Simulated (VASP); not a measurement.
Set up this calculation in VASP 6.6.1, as the native input.

```yaml
Task: single point
Functional: PBE
Potentials_or_basis: VASP PAW PBE potentials, release 64 (Ti_sv, Al)
Cutoff: 520 eV
k_mesh: 6 × 6 × 4
Occupations: gaussian, width 0.1 eV
Spin: no spin polarisation
Dipole_correction: no
Further_INCAR_settings: ALGO = Fast; EDIFF = 1e-06; NBANDS = 20
```

The structure of Ti2Al lies in POSCAR:

```
Ti2Al
1.0
    2.7862108767      0.0000000000      0.0000000000
    0.0000000000      2.7862108767      0.0000000000
    0.0000000000      0.0000000000      6.7441998247
Ti Al
2 1
Direct
    0.5000000000      0.5000000000      0.2888477614
    0.5000000000      0.5000000000      0.7111522386
    0.0000000000      0.0000000000      0.0000000000
```

These files were run (other wordings do the same):

INCAR

```
SYSTEM = Ti2Al
PREC = Accurate ; ENCUT = 520
EDIFF = 1E-6 ; ISMEAR = 0
SIGMA = 0.1 ; LREAL = .False.
LASPH = .True. ; NELM = 80
ALGO = Fast ; ISIF = 2
LWAVE = .False. ; LCHARG = .False.
GGA = PE ; NBANDS = 20
```

KPOINTS

```
Automatic mesh
0
Gamma
  6 6 4
  0 0 0
```

Potentials or basis: VASP PAW PBE potentials, release 64 (Ti_sv, Al).

Run with:

```console
$ cat potpaw_PBE.64/Ti_sv/POTCAR potpaw_PBE.64/Al/POTCAR > POTCAR
$ mpirun -np 1 vasp_std > vasp.out
```

Results of the run:

```json
{
 "Pressure": "-0.1 GPa",
 "Largest force": "0.034 eV/Å"
}
```

Caveat: the k points lie up to 0.38 Å⁻¹ apart.

Run time: 34 s on 1 thread of Intel(R) Xeon(R) 6975P-C (Granite Rapids) (shared host), peak memory 0.18 GiB.
